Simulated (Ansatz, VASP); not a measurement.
One calculation of Ge, two programs

Contents of POSCAR:

```
Ge
1.0
    1.3971490000     -2.5615082600      0.0000000000
    1.3971490000      2.5615082600      0.0000000000
    0.0000000000      0.0000000000      2.6982310000
Ge
1
Direct
    0.5000000000      0.5000000000      0.0000000000
```

INCAR.step1

```
PREC     = Accurate       # precision mode
ENCUT    = 520            # plane-wave cutoff, eV
ISMEAR   = 0              # smearing method
SIGMA    = 0.15           # smearing width, eV
LREAL    = False          # projectors in reciprocal space
LASPH    = True           # aspherical terms in the spheres
NELM     = 60             # most SCF steps
NBANDS   = 13             # bands
GGA      = PE             # functional
ALGO     = Normal         # electronic algorithm
EDIFF    = 1E-4           # SCF threshold, eV
LWAVE    = True           # write WAVECAR
LCHARG   = False          # write CHGCAR
```

Contents of INCAR.step2:

```
PREC     = Accurate       # precision mode
ENCUT    = 520            # plane-wave cutoff, eV
EDIFF    = 1E-7           # SCF threshold, eV
ISMEAR   = 0              # smearing method
SIGMA    = 0.15           # smearing width, eV
LREAL    = False          # projectors in reciprocal space
LASPH    = True           # aspherical terms in the spheres
NELM     = 60             # most SCF steps
ALGO     = Normal         # electronic algorithm
ISIF     = 2              # what is computed and relaxed
LWAVE    = False          # write WAVECAR
LCHARG   = False          # write CHGCAR
METAGGA  = R2SCAN         # meta-GGA
LMIXTAU  = True         
NBANDS   = 13             # bands
ISTART   = 1
```

KPOINTS

```
regular mesh
0
Gamma
  20 20 18
```

Input for Ansatz:

```yaml
crystal:
  lattice:
    - [1.397149, -2.56150826, 0.0]
    - [1.397149, 2.56150826, 0.0]
    - [0.0, 0.0, 2.698231]
  atoms:
    - { symbol: Ge, position: [0.5, 0.5, 0.0] }
basis:
  ecutwfc: 500
kpoints:
  mp_grid: { grid: [20, 20, 18] }
hamiltonian:
  xc: r2scan
scf:
  occupations: { method: gaussian, width: 0.15 }
output:
  forces: true
  stress: true
  eigenvalues: true
```

Change from the starting cell: strain -0.0150 x Voigt [0, 1, 0, 0, 0, 0], atoms carried along.

Alike in both runs: task single point; functional r2SCAN; k mesh 20 × 20 × 18; occupations gaussian, width 0.15 eV; no spin polarisation.

|  | VASP | Ansatz |
| --- | --- | --- |
| version | VASP 6.6.1 | Ansatz 0.2.0 |
| potentials or method | VASP PAW PBE potentials, release 64 (Ge_d), cutoff 520 eV | scalar-relativistic, plane waves, PAW |
| valence electrons in the cell | 14 | 14 |

|  | VASP | Ansatz | Ansatz less VASP |
| --- | --- | --- | --- |
| gap on the k mesh at the Fermi level (eV) | none | none | - |
| pressure (GPa) | -2.4 | -2.2 | +0.15 |
| traceless stress, the component that is largest in VASP (GPa) | -1.27 | -1.29 | -0.019 |

VASP's potentials were made for PBE, not for r2SCAN. A gap of «none» marks a metal or a gap that the smearing closes.
